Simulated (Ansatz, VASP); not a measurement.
## La2O3: VASP beside Ansatz

POSCAR

```
La2O3
1.0
    3.9307778780      0.0000000000      0.0000000000
   -1.9653889390      3.4041534990      0.0000000000
    0.0000000000      0.0000000000      6.1119535200
La O
2 3
Direct
    0.3333333333      0.6666666667      0.2462356800
    0.6666666667      0.3333333333      0.7537643200
    0.0000000000      0.0000000000      0.0000000000
    0.3333333333      0.6666666667      0.6458906500
    0.6666666667      0.3333333333      0.3541093500
```

The input INCAR.step1:

```
  ALGO = Normal
  EDIFF = 1E-4
  ENCUT = 520
  GGA = PE
  ISMEAR = -1
  LASPH = T
  LCHARG = F
  LREAL = F
  LWAVE = T
  NBANDS = 28
  NELM = 80
  PREC = Accurate
  SIGMA = 0.05
```

The input INCAR.step2:

```
  ALGO = Normal
  EDIFF = 1E-7
  ENCUT = 520
  ISIF = 2
  ISMEAR = -1
  ISTART = 1
  LASPH = T
  LCHARG = F
  LMIXTAU = T
  LREAL = F
  LWAVE = F
  METAGGA = R2SCAN
  NBANDS = 28
  NELM = 80
  PREC = Accurate
  SIGMA = 0.05
```

The input KPOINTS:

```
k-points
0
Gamma
  8 8 5
```

Contents of input.yaml:

```yaml
crystal:
  lattice:
    - [3.930777878, 0.0, 0.0]
    - [-1.965388939, 3.404153499, 0.0]
    - [0.0, 0.0, 6.11195352]
  atoms:
    - { symbol: La, position: [0.3333333333, 0.6666666667, 0.24623568] }
    - { symbol: La, position: [0.6666666667, 0.3333333333, 0.75376432] }
    - { symbol: O, position: [0.0, 0.0, 0.0] }
    - { symbol: O, position: [0.3333333333, 0.6666666667, 0.64589065] }
    - { symbol: O, position: [0.6666666667, 0.3333333333, 0.35410935] }
hamiltonian:
  xc: r2scan
  pseudopotentials: { kind: paw }
kpoints:
  mp_grid: { grid: [8, 8, 5] }
  band_path:
    path:
      - [[0.0, 0.0, 0.0], [0.5, 0.0, 0.0], [0.3333333333, 0.3333333333, 0.0], [0.0, 0.0, 0.0], [0.0, 0.0, 0.5], [0.5, 0.0, 0.5], [0.3333333333, 0.3333333333, 0.5], [0.0, 0.0, 0.5]]
      - [[0.5, 0.0, 0.5], [0.5, 0.0, 0.0]]
      - [[0.3333333333, 0.3333333333, 0.0], [0.3333333333, 0.3333333333, 0.5]]
    npoints: 14
scf:
  occupations: { method: fermi_dirac, width: 0.05 }
  n_extra_bands: 12
output:
  forces: true
  stress: true
  eigenvalues: true
  fatbands: false
```

Alike in both runs: functional r2SCAN; k mesh 8 × 8 × 5; occupations fermi-dirac, width 0.05 eV; no spin polarisation.

|  | VASP | Ansatz |
| --- | --- | --- |
| version | VASP 6.6.1 | Ansatz 0.2.0 |
| potentials or method | VASP PAW PBE potentials, release 64 (La, O) | Ansatz PAW |
| plane-wave cutoff (eV) | 520 | 500 |
| valence electrons in the cell | 40 | 40 |
| task | single point | band structure |

Ansatz gave:

```
gap on the k mesh at the Fermi level (eV)                     : 4.30
least direct gap on the mesh (eV)                             : 4.45
pressure (GPa)                                                : 0.6
traceless stress, the component that is largest in VASP (GPa) : -0.01
rms of the force components (eV/Å)                            : 0.017
```

Q: What did VASP give for the same quantities?

A: gap on the k mesh at the Fermi level (eV): 4.32; least direct gap on the mesh (eV): 4.47; pressure (GPa): 0.2; traceless stress, the component that is largest in VASP (GPa): 0.07; rms of the force components (eV/Å): 0.009.

VASP's potentials were made for PBE, not for r2SCAN. Atom by atom the forces differ by 0.010 eV/Å (rms over components). The functional is the same, so the differences come from potentials, cutoffs and numerics.

Neither program's run includes spin-orbit coupling. Noted on Ansatz's run: the magnetic or orbital state may not be the lowest; the k mesh misses the band edges, so the gap on the mesh is wider than the one along the path.
